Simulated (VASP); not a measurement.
# NbAs (F-43m) in VASP: single point with r2SCAN

Aim: the single point of NbAs with r2SCAN.

Program: VASP 6.6.1. These are calculated values, not measurements. Logs are shortened: lines on timing, memory, paths and dates and some standing lists are left out, and cuts for length are marked.

### 1 The cell of the first run

The structure is cubic, space group F-43m (No. 216). Conventional cell: a = 5.814 Å, b = 5.814 Å, c = 5.814 Å, α = 90.00°, β = 90.00°, γ = 90.00°. Nb (site symmetry -43m) has 4 As at 2.52 Å within 3.3 Å. Within 3.3 Å of As (site symmetry -43m) lie 4 Nb at 2.52 Å.

### 2 Single point, r2SCAN, collinear spin

Input file POSCAR:

```
NbAs
1.0
    0.0000000000      2.9067815011      2.9067815011
    2.9067815011      0.0000000000      2.9067815011
    5.8135630022      5.8135630022      0.0000000000
Nb As
2 2
Direct
    1.0000000000      0.0000000000      0.0000000000
    1.0000000000      0.0000000000      0.5000000000
    0.2500000000      0.2500000000      0.1250000000
    0.2500000000      0.2500000000      0.6250000000
```

Input file INCAR.step1:

```
  PREC = Accurate
  ENCUT = 520
  ISMEAR = 0
  SIGMA = 0.1
  LREAL = F
  LASPH = T
  NELM = 150
  ISPIN = 2
  MAGMOM = 1 -1 0 0
  LMAXMIX = 4
  NBANDS = 30
  GGA = PE
  ALGO = Normal
  EDIFF = 1E-4
  LWAVE = T
  LCHARG = F
  KPAR = 4
```

Input file INCAR.step2:

```
  PREC = Accurate
  ENCUT = 520
  EDIFF = 1E-7
  ISMEAR = 0
  SIGMA = 0.1
  LREAL = F
  LASPH = T
  NELM = 150
  ALGO = Normal
  ISIF = 2
  LWAVE = F
  LCHARG = T
  ISPIN = 2
  MAGMOM = 1 -1 0 0
  LORBIT = 11
  LMAXMIX = 4
  METAGGA = R2SCAN
  LMIXTAU = T
  LVHAR = T
  NBANDS = 30
  ISTART = 1
  KPAR = 4
```

Input file KPOINTS:

```
Automatic mesh
0
Gamma
  12 12 6
```

Potentials or basis: VASP PAW PBE potentials, release 64 (Nb_sv, As).

Command:

```bash
$ cat potpaw_PBE.64/Nb_sv/POTCAR potpaw_PBE.64/As/POTCAR > POTCAR
$ cp INCAR.step1 INCAR
$ mpirun -np 4 vasp_std > vasp.out
$ cp INCAR.step2 INCAR
$ mpirun -np 4 vasp_std > vasp.out
```

OUTCAR:

```text
PREC = Accurate
   ENCUT = 520
   EDIFF = 1E-7
   ISMEAR = 0
   LREAL = F
   LASPH = T
   NELM = 150
   ISIF = 2
   ISPIN = 2
   LORBIT = 11
   METAGGA = R2SCAN
   ISTART = 1

 ion  position               nearest neighbor table
   1  0.000  0.000  0.000-   3 2.52   4 2.52   3 2.52   3 2.52
   2  0.000  0.000  0.500-   4 2.52   3 2.52   4 2.52   4 2.52
   3  0.250  0.250  0.125-   1 2.52   1 2.52   1 2.52   2 2.52
   4  0.250  0.250  0.625-   2 2.52   2 2.52   1 2.52   2 2.52

  LATTYP: Found a trigonal (rhomboedric) cell.
 ALAT       =     7.1201314715
 COS(alpha) =     0.8333333333

  Lattice vectors:

 A1 = (   5.8135630022,   2.9067815011,  -2.9067815011)
 A2 = (   2.9067815011,   2.9067815011,  -5.8135630022)
 A3 = (   2.9067815011,   5.8135630022,  -2.9067815011)

Analysis of symmetry for initial positions (statically):
=====================================================================
 Subroutine PRICEL returns following result:

  LATTYP: Found a face centered cubic cell.
 ALAT       =     5.8135630022

  Lattice vectors:

 A1 = (   0.0000000000,   2.9067815011,   2.9067815011)
 A2 = (   2.9067815011,   0.0000000000,   2.9067815011)
 A3 = (   2.9067815011,   2.9067815011,   0.0000000000)

   2 primitive cells build up your supercell.

 Routine SETGRP: Setting up the symmetry group for a
 trigonal (rhombohedral) supercell.

 Subroutine GETGRP returns: Found  6 space group operations
 (whereof  6 operations were pure point group operations)
 out of a pool of 12 trial point group operations.

The static configuration has the point symmetry C_3v.

Analysis of symmetry for dynamics (positions and initial velocities):
=====================================================================
 Subroutine PRICEL returns following result:

  LATTYP: Found a face centered cubic cell.
 ALAT       =     5.8135630022

  Lattice vectors:

 A1 = (   0.0000000000,   2.9067815011,   2.9067815011)
 A2 = (   2.9067815011,   0.0000000000,   2.9067815011)
 A3 = (   2.9067815011,   2.9067815011,   0.0000000000)

   2 primitive cells build up your supercell.

 Routine SETGRP: Setting up the symmetry group for a
 trigonal (rhombohedral) supercell.

 Subroutine GETGRP returns: Found  6 space group operations
 (whereof  6 operations were pure point group operations)
 out of a pool of 12 trial point group operations.

The dynamic configuration has the point symmetry C_3v.

Analysis of structural, dynamic, and magnetic symmetry:
=====================================================================
 Subroutine PRICEL returns following result:

  LATTYP: Found a face centered cubic cell.
 ALAT       =     5.8135630022

  Lattice vectors:

 A1 = (   0.0000000000,   2.9067815011,   2.9067815011)
 A2 = (   2.9067815011,   0.0000000000,   2.9067815011)
 A3 = (   2.9067815011,   2.9067815011,   0.0000000000)

   2 primitive cells build up your supercell.

 Routine SETGRP: Setting up the symmetry group for a
 trigonal (rhombohedral) supercell.

 Subroutine GETGRP returns: Found  6 space group operations
 (whereof  6 operations were pure point group operations)
 out of a pool of 12 trial point group operations.

The overall configuration has the point symmetry C_3v.

 Subroutine INISYM returns: Found  6 space group operations
 (whereof  6 operations are pure point group operations),
 and found     2 'primitive' translations

----------------------------------------------------------------------------------------

                                     Primitive cell

  volume of cell :      49.1210

  direct lattice vectors                    reciprocal lattice vectors
     0.000000000  2.906781501  2.906781501    -0.172011553  0.172011553  0.172011553
     2.906781501  0.000000000  2.906781501     0.172011553 -0.172011553  0.172011553
     2.906781501  2.906781501  0.000000000     0.172011553  0.172011553 -0.172011553

  length of vectors
     4.110809822  4.110809822  4.110809822     0.297932749  0.297932749  0.297932749

  position of ions in fractional coordinates (direct lattice)
     0.000000000  0.000000000  0.000000000
     0.250000000  0.250000000  0.250000000

  ion indices of the primitive-cell ions
   primitive index   ion index
                 1           1
                 2           3

----------------------------------------------------------------------------------------

 KPOINTS: Automatic mesh

Automatic generation of k-mesh.
 Grid dimensions read from file:
 generate k-points for:   12   12    6

 Generating k-lattice:

  Cartesian coordinates                     Fractional coordinates (reciprocal lattice)
    -0.014334296  0.014334296  0.014334296     0.083333333  0.000000000  0.000000000
     0.014334296 -0.014334296  0.014334296     0.000000000  0.083333333  0.000000000
     0.014334296  0.014334296 -0.014334296     0.000000000  0.000000000  0.166666667

  Length of vectors
     0.024827729  0.024827729  0.024827729

  Shift w.r.t. Gamma in fractional coordinates (k-lattice)
     0.000000000  0.000000000  0.000000000

 -----------------------------------------------------------------------------
|                                                                             |
|           W    W    AA    RRRRR   N    N  II  N    N   GGGG   !!!           |
|           W    W   A  A   R    R  NN   N  II  NN   N  G    G  !!!           |
|           W    W  A    A  R    R  N N  N  II  N N  N  G       !!!           |
|           W WW W  AAAAAA  RRRRR   N  N N  II  N  N N  G  GGG   !            |
|           WW  WW  A    A  R   R   N   NN  II  N   NN  G    G                |
|           W    W  A    A  R    R  N    N  II  N    N   GGGG   !!!           |
|                                                                             |
|     Your reciprocal lattice and k-lattice belong to different lattice       |
|     classes:                                                                |
|                                                                             |
|        The reciprocal lattice is rhombohedral (trigonal),                   |
|        whereas your k-lattice is body-centered cubic.                       |
|                                                                             |
|     Results are often still useful ...                                      |
|                                                                             |
 -----------------------------------------------------------------------------

 Subroutine IBZKPT returns following result:
 ===========================================

 Found     98 irreducible k-points:

 Following reciprocal coordinates:
            Coordinates               Weight
  0.000000  0.000000  0.000000      1.000000
  0.083333  0.000000  0.000000      6.000000
  0.166667  0.000000  0.000000      6.000000
  0.250000  0.000000  0.000000      6.000000
  0.333333  0.000000  0.000000      6.000000
  0.416667  0.000000  0.000000      6.000000
[... 16 lines left out ...]
  0.500000  0.166667  0.000000     12.000000
 -0.416667  0.166667  0.000000     12.000000
 [... further k-points ...]
   k-points           NKPTS =     98   k-points in BZ     NKDIM =     98   number of bands    NBANDS=     30
   number of dos      NEDOS =    301   number of ions     NIONS =      4
   total plane-waves  NPLWV =  65536
   dimension x,y,z NGX =    32 NGY =   32 NGZ =   64
   dimension x,y,z NGXF=    64 NGYF=   64 NGZF=  128
   ions per type =               2   2
   NGX,Y,Z   is equivalent  to a cutoff of  12.94, 12.94, 12.94 a.u.
   NGXF,Y,Z  is equivalent  to a cutoff of  25.88, 25.88, 25.88 a.u.
 SYSTEM =  unknown system
   PREC   = accura    normal or accurate (medium, high low for compatibility)
   ISTART =      1    job   : 0-new  1-cont  2-samecut
   ICHARG =      0    charge: 1-file 2-atom 10-const
   ISPIN  =      2    spin polarized calculation?
   LNONCOLLINEAR =      F non collinear calculations
   LSORBIT =      F    spin-orbit coupling
   LASPH  =      T    aspherical Exc in radial PAW
   ENCUT  =  520.0 eV  38.22 Ry    6.18 a.u.   7.64  7.64 15.29*2*pi/ulx,y,z
   NELM   =    150;   NELMIN=  2; NELMDL=  0     # of ELM steps
   EDIFF  = 0.1E-06   stopping-criterion for ELM
   LREAL  =      F    real-space projection
   EDIFFG = 0.1E-05   stopping-criterion for IOM
   NSW    =      0    number of steps for IOM
   IBRION =     -1    ionic relax: 0-MD 1-quasi-New 2-CG
   NFREE  =      0    steps in history (QN), initial steepest desc. (CG)
   ISIF   =      2    stress and relaxation
   ISYM   =      2    0-nonsym 1-usesym 2-fastsym
   POTIM  = 0.5000    time-step for ionic-motion
   TEBEG  =    0.0;   TEEND  =   0.0 temperature during run
   PSTRESS=    0.0 pullay stress
   NELECT =      36.0000    total number of electrons
   NUPDOWN=      -1.0000    fix difference up-down
   EMIN   =  10.00;   EMAX   =-10.00  energy-range for DOS
   EFERMI =   0.00;   METHOD = LEGACY
   ISMEAR =     0;   SIGMA  =   0.10  broadening in eV -4-tet -1-fermi 0-gaus
   EFERMI_NEDOS =   21; number of points for ismear=-14 and -15
   IALGO  =     38    algorithm
   IMIX   =      4    mixing-type and parameters
     AMIX     =   0.40;   BMIX     =  1.00
     AMIX_MAG =   1.60;   BMIX_MAG =  1.00
  volume/ion in A,a.u.               =      24.56       165.74
  Fermi-wavevector in a.u.,A,eV,Ry     =   1.171503  2.213819 18.672887  1.372418
  Thomas-Fermi vector in A             =   2.307945
   LORBIT       =     11    0 simple, 1 ext, 2 COOP (PROOUT), +10 PAW based schemes
   METAGGA = R2SCAN    functional components
   LHFCALC =     F    Hartree Fock is set to
   AEXX    =    0.0000 exact exchange contribution
   IVDW    =     0    specifies the selected vdW correction
   LEPSILON=     F    determine dielectric tensor
   LRPA    =     F    only Hartree local field effects (RPA)
 spin polarized calculation
 Gauss-broadening in eV      SIGMA  =   0.10
  energy-cutoff  :      520.00
  volume of cell :       98.24
 maximum number of plane-waves:      2713
   NGX = 15   NGY = 15   NGZ = 31

 number of electron      36.0000000 magnetization       0.0000000

 number of electron      36.0000000 magnetization      -0.0000000

 Free energy of the ion-electron system (eV)
  ---------------------------------------------------
  ext. energy  EPLUGINS =         0.00000000
  ---------------------------------------------------
  free energy    TOTEN  =       -78.52765227 eV

  energy without entropy =      -78.51166380  energy(sigma->0) =      -78.51965804

 E-fermi :   5.7650     XC(G=0): -10.4527

 val. band max:        5.7544026733   @ k =   0.2500   0.2500   0.1667
 cond. band min:       5.7842944113   @ k =  -0.1667   0.4167   0.3333
 fundamental gap:      0.0298917380
 Fermi energy:         5.7649580474

 spin component 1

 k-point     1 :       0.0000    0.0000    0.0000
  band No.  band energies     occupation
      1     -51.6686      1.00000
      2     -51.0365      1.00000
      3     -27.1426      1.00000
      4     -27.1000      1.00000
      5     -27.1000      1.00000
      6     -26.3846      1.00000
[... 781 lines left out ...]
     29      14.2850      0.00000
     30      14.7030      0.00000

 [... further k-points ...]

 spin component 2

 k-point     1 :       0.0000    0.0000    0.0000
  band No.  band energies     occupation
      1     -51.6686      1.00000
      2     -51.0365      1.00000
      3     -27.1426      1.00000
      4     -27.1000      1.00000
      5     -27.1000      1.00000
      6     -26.3846      1.00000
[... 781 lines left out ...]
     29      14.2850      0.00000
     30      14.7030      0.00000

 [... further k-points ...]
[... 5 lines left out ...]
  --------------------------------------------------------------------------------------
  -------------------------------------------------------------------------------------
  Total        0.1299409      0.1299409      0.1299409      0.1595078     -0.1595078     -0.1595078
  in kB        2.1191384      2.1191384      2.1191384      2.6013290     -2.6013290     -2.6013290
  external PRESSURE =       2.1191384 kB  Pullay stress =       0.0000000 kB

 VOLUME and BASIS-vectors are now :
 -----------------------------------------------------------------------------
  energy-cutoff  :      520.00
  volume of cell :       98.24
      direct lattice vectors                 reciprocal lattice vectors
     0.000000000  2.906781501  2.906781501    -0.172011553  0.172011553  0.172011553
     2.906781501  0.000000000  2.906781501     0.172011553 -0.172011553  0.172011553
     5.813563002  5.813563002  0.000000000     0.086005776  0.086005776 -0.086005776

 POSITION                                       TOTAL-FORCE (eV/Angst)
 -----------------------------------------------------------------------------------
      0.00000      0.00000      0.00000         0.072665      0.072665     -0.072665
      2.90678      2.90678      0.00000         0.072665      0.072665     -0.072665
      1.45339      1.45339      1.45339        -0.072665     -0.072665      0.072665
      4.36017      4.36017      1.45339        -0.072665     -0.072665      0.072665
 -----------------------------------------------------------------------------------
    total drift:                                0.000028      0.000028     -0.000028

  FREE ENERGIE OF THE ION-ELECTRON SYSTEM (eV)
  ---------------------------------------------------
  free  energy   TOTEN  =       -78.5276522707 eV

  energy  without entropy=      -78.5116638045  energy(sigma->0) =      -78.51965804

 total charge

# of ion       s       p       d       tot
------------------------------------------
    1        2.157   5.975   2.494  10.626
    2        2.157   5.975   2.494  10.626
    3        1.210   1.721   0.061   2.991
    4        1.210   1.721   0.061   2.991
--------------------------------------------------
tot          6.733  15.391   5.110  27.234

 magnetization (x)

# of ion       s       p       d       tot
------------------------------------------
    1        0.011   0.007   0.728   0.746
    2       -0.011  -0.007  -0.728  -0.746
    3       -0.005  -0.037   0.011  -0.030
    4        0.005   0.037  -0.011   0.030
--------------------------------------------------
tot          0.000   0.000   0.000   0.000
```

It took 30 min on 4 MPI ranks of Oxide Virtual Turin-like, shared host; peak memory 0.6 GiB.

Results:

```
Free energy                                           : -78.5277 eV
Pressure                                              : 0.2 GPa
Band gap on the k mesh                                : zero (filled and empty bands overlap)
Net moment                                            : 0.00 μB per cell
Site moments                                          : Nb +0.75, -0.75; As -0.03, +0.03 μB
Valence electrons inside the program's atomic spheres : Nb 10.63; As 2.99
```

Stress tensor (GPa, compression positive):
```
 0.21  0.26 -0.26
 0.26  0.21 -0.26
-0.26 -0.26  0.21
```

Caveat: the PAW data sets were made with another functional, which shifts forces and pressure a little.

The gap in the log of VASP goes by the Fermi energy; the results here count the filled bands.